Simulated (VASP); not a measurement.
Set up this calculation in VASP 6.6.1, as the native input.

```
Task                   : dielectric tensor
Functional             : r2SCAN
Potentials or basis    : VASP PAW PBE potentials, release 64 (Al, N)
Cutoff                 : 520 eV
k mesh                 : 9 × 9 × 4
Occupations            : gaussian, width 0.01 eV
Spin                   : no spin polarisation
Dipole correction      : no
Further INCAR settings : ALGO = Normal; EDIFF = 1e-08
```

The structure of AlN lies in POSCAR:

```
AlN
1.0
    3.1066937602      0.0000000000      0.0000000000
   -1.5533468801      2.6904757181      0.0000000000
    0.0000000000      0.0000000000      4.9785915519
Al N
2 2
Direct
    0.3333333333      0.6666666667     -0.0032954727
    0.6666666667      0.3333333333      0.4967045273
    0.3333333333      0.6666666667      0.3782954727
    0.6666666667      0.3333333333      0.8782954727
```

One way to write it, as run:

INCAR

```
SYSTEM = AlN
PREC = Accurate
ENCUT = 520
EDIFF = 1E-8
ISMEAR = 0
SIGMA = 0.01
LREAL = .False.
LASPH = .True.
NELM = 100
ALGO = Normal
ISIF = 2
LWAVE = .False.
LCHARG = .False.
METAGGA = R2SCAN
LMIXTAU = .True.
LCALCEPS = .True.
```

KPOINTS

```
Automatic mesh
0
Gamma
  9 9 4
  0 0 0
```

Potentials or basis: VASP PAW PBE potentials, release 64 (Al, N).

Run with:

```bash
$ cat potpaw_PBE.64/Al/POTCAR potpaw_PBE.64/N/POTCAR > POTCAR
$ mpirun -np 1 vasp_std > vasp.out
```

It gave:

```
Band gap on the k mesh                  : 4.92 eV
Electronic dielectric tensor (diagonal) : 4.12, 4.12, 4.31
Born charges (mean of the diagonal)     : Al +2.55; N -2.55 e
```

Wall time 38 min on 1 thread of AMD EPYC 9R14 (Zen 4), with other jobs on the host, peak memory 0.41 GiB.
